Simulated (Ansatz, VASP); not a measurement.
## One calculation of SnSe, two programs

INCAR

```
SYSTEM = SnSe
PREC     = Accurate       ! precision mode
ENCUT    = 520            ! plane-wave cutoff, eV
EDIFF    = 1E-7           ! SCF threshold, eV
ISMEAR   = 0              ! smearing method
SIGMA    = 0.05           ! smearing width, eV
LREAL    = .False.        ! projectors in reciprocal space
LASPH    = .True.         ! aspherical terms in the spheres
NELM     = 60             ! most SCF steps
ALGO     = Normal         ! electronic algorithm
ISIF     = 2              ! what is computed and relaxed
LWAVE    = .False.        ! write WAVECAR
LCHARG   = .True.         ! write CHGCAR
GGA      = PE             ! functional
IVDW     = 12             ! dispersion correction
LELF     = .True.         ! ELF
LVHAR    = .True.       
NBANDS   = 17             ! bands
```

File KPOINTS:

```
regular mesh
0
Gamma
  10 10 10
  0 0 0
```

The input POSCAR:

```
SnSe
1.0
    3.6075516300      0.0000000000      0.0000000000
    0.0000000000      3.6075516300      0.0000000000
    0.0000000000      0.0000000000      3.6075516300
Se Sn
1 1
Direct
    0.0000000000      0.0000000000      0.0000000000
    0.5000000000      0.5000000000      0.5000000000
```

Input for Ansatz:

```yaml
crystal:
  lattice:
    - [3.60755163, 0.0, 0.0]
    - [0.0, 3.60755163, 0.0]
    - [0.0, 0.0, 3.60755163]
  atoms:
    - { symbol: Se, position: [0.0, 0.0, 0.0] }
    - { symbol: Sn, position: [0.5, 0.5, 0.5] }
basis:
  ecutwfc: 420
  ecutrho_ratio: 4
kpoints:
  mp_grid: { grid: [10, 10, 10] }
hamiltonian:
  xc: pbe
  dispersion: d3bj
scf:
  occupations: { method: gaussian, width: 0.05 }
output:
  forces: true
  stress: true
  eigenvalues: true
```

Alike in both runs: task single point; functional PBE; dispersion D3(BJ); k mesh 10 × 10 × 10; occupations gaussian, width 0.05 eV; no spin polarisation.

```csv
,VASP,Ansatz
version,VASP 6.6.1,Ansatz 0.2.0
potentials or method,"VASP PAW PBE potentials, release 64 (Se, Sn_d), cutoff 520 eV","scalar-relativistic, plane waves, PAW"
valence electrons in the cell,20,30
```

|  | VASP | Ansatz | Ansatz less VASP |
| --- | --- | --- | --- |
| gap on the k mesh at the Fermi level (eV) | none | none | - |
| pressure (GPa) | 0.5 | 0.5 | 0.00 |

A gap of «none» marks a metal or a gap that the smearing closes. VASP's potentials hold 20 valence electrons a cell and Ansatz's 30, so a difference there can come from the potentials and not from the codes.
